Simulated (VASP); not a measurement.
The system is HgTe.

```
CELL_PARAMETERS angstrom
0.00000 3.28916 3.28916
3.28916 0.00000 3.28916
3.28916 3.28916 0.00000
ATOMIC_POSITIONS crystal
Hg 0.00000 0.00000 0.00000
Te 0.25000 0.25000 0.25000
```

Base run:

* Program: VASP 6.6.1
* Functional: r2SCAN
* Potentials or basis: VASP PAW PBE potentials, release 64 (Hg, Te)
* Cutoff: 520 eV
* k mesh: 6 × 6 × 6
* Occupations: fermi-dirac, width 0.02 eV
* Spin: no spin polarisation

Its results: band gap on the k mesh zero (filled and empty bands touch); pressure 0.0 GPa.

Problem. The run is repeated on the same cell with these changes: functional from r2SCAN to PBE; further incar settings from ALGO = Normal; EDIFF = 1e-07; NBANDS = 16 to ALGO = Normal; EDIFF = 1e-06; NBANDS = 16. What comes out?

Solution. Band gap on the k mesh zero (filled and empty bands touch); pressure 1.3 GPa.

Caveats: spin-orbit coupling is left out, which moves the levels of the heavy elements; the PAW data sets were made with another functional, which shifts forces and pressure a little (some runs).
